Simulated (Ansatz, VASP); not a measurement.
# Two plane-wave programs on PbO

```
CELL_PARAMETERS angstrom
3.98040 0.00000 0.00000
0.00000 3.98040 0.00000
0.00000 0.00000 5.00091
ATOMIC_POSITIONS crystal
Pb 0.00000 0.50000 0.23663
Pb 0.50000 0.00000 0.76337
O 0.00000 0.00000 0.00000
O 0.50000 0.50000 0.00000
```

Alike in both runs: task single point; functional LDA; k mesh 6 × 6 × 6; no spin polarisation.

|  | VASP | Ansatz |
| --- | --- | --- |
| version | VASP 6.6.1 | Ansatz 0.2.0 |
| potentials or method | VASP PAW LDA potentials, release 64 (Pb_d, O) | plane waves, PAW |
| plane-wave cutoff (eV) | 520 | 420 |
| occupations | gaussian, width 0.01 eV | fixed |
| valence electrons in the cell | 40 | 40 |

Ansatz gave:

```
gap on the k mesh at the Fermi level (eV)                     : 1.20
pressure (GPa)                                                : -2.2
traceless stress, the component that is largest in VASP (GPa) : 0.36
rms of the force components (eV/Å)                            : 0.104
```

**Question.** What did VASP give for the same quantities?

**Answer.** gap on the k mesh at the Fermi level (eV): 1.18; pressure (GPa): -2.0; traceless stress, the component that is largest in VASP (GPa): 0.36; rms of the force components (eV/Å): 0.075.

LDA's correlation is that of Perdew and Zunger in VASP and of Perdew and Wang (1992) in Ansatz. Atom by atom the forces differ by 0.029 eV/Å (rms over components).

Spin-orbit coupling is off throughout.
